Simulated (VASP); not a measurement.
Wanted: the native input for a VASP 6.6.1 run.

| Property | Result |
| --- | --- |
| Task | single point |
| Functional | r2SCAN |
| Dispersion | rVV10 |
| Potentials or basis | VASP PAW PBE potentials, release 64 (In_d, Sb, H) |
| Cutoff | 520 eV |
| k mesh | 6 × 4 × 4 |
| Occupations | fermi-dirac, width 0.03 eV |
| Spin | no spin polarisation |
| Dipole correction | no |
| Further INCAR settings | ALGO = Normal; EDIFF = 1e-07; NBANDS = 22 |

Crystal: InSbH6.

```
CELL_PARAMETERS angstrom
3.73812 0.00000 0.00000
0.00000 4.55576 3.86656
0.00000 -4.55576 3.86656
ATOMIC_POSITIONS crystal
In 0.50000 0.61797 0.61797
Sb 0.00000 0.03724 0.03724
H 0.00000 0.04333 0.32352
H 0.00000 0.32352 0.04333
H 0.00000 0.51198 0.51198
H 0.50000 0.51191 0.86879
H 0.50000 0.86879 0.51191
H 0.50000 0.08527 0.08527
```

These files were run (other wordings do the same):

POSCAR

```
InSbH6
1.0
    3.7381209811      0.0000000000      0.0000000000
    0.0000000000      4.5557609736      3.8665611259
    0.0000000000     -4.5557609736      3.8665611259
In Sb H
1 1 6
Direct
    0.5000000000      0.6179703772      0.6179703772
    0.0000000000      1.0372438840      1.0372438840
    0.0000000000      1.0433271883      0.3235230128
    0.0000000000      0.3235230128      1.0433271883
    0.0000000000      0.5119751514      0.5119751514
    0.5000000000      0.5119102779     -0.1312148294
    0.5000000000     -0.1312148294      0.5119102779
    0.5000000000      0.0852659379      0.0852659379
```

INCAR.step1

```
ALGO = Normal ; EDIFF = 1E-4
ENCUT = 520 ; GGA = PE
ISMEAR = -1 ; LASPH = T
LCHARG = F ; LREAL = F
LWAVE = T ; NBANDS = 22
NELM = 80 ; PREC = Accurate
SIGMA = 0.03
```

INCAR.step2

```
ALGO = Normal ; BPARAM = 11.95
CPARAM = 0.0093 ; EDIFF = 1E-7
ENCUT = 520 ; ISIF = 2
ISMEAR = -1 ; ISTART = 1
IVDW_NL = 2 ; LASPH = T
LCHARG = T ; LELF = T
LMIXTAU = T ; LREAL = F
LUSE_VDW = T ; LVHAR = T
LWAVE = F ; METAGGA = R2SCAN
NBANDS = 22 ; NELM = 80
PREC = Accurate ; SIGMA = 0.03
```

KPOINTS

```
k-points
0
Gamma
  6 4 4
```

Potentials or basis: VASP PAW PBE potentials, release 64 (In_d, Sb, H).

Run with:

```console
$ cat potpaw_PBE.64/In_d/POTCAR potpaw_PBE.64/Sb/POTCAR potpaw_PBE.64/H/POTCAR > POTCAR
$ cp INCAR.step1 INCAR
$ mpirun -np 1 vasp_std > vasp.out
$ cp INCAR.step2 INCAR
$ mpirun -np 1 vasp_std > vasp.out
```

It gave:

The pressure is 0.1 GPa and the largest force is 0.160 eV/Å. The band gap on the k mesh is 1.02 eV, indirect (least direct gap 1.65 eV).

Caveat: the PAW data sets were made with another functional, which shifts forces and pressure a little; spin-orbit coupling is left out, which moves the levels of the heavy elements.

Run time: 7.6 min on 1 thread of Oxide Virtual Turin-like Processor, on a shared host, peak memory 0.52 GiB.
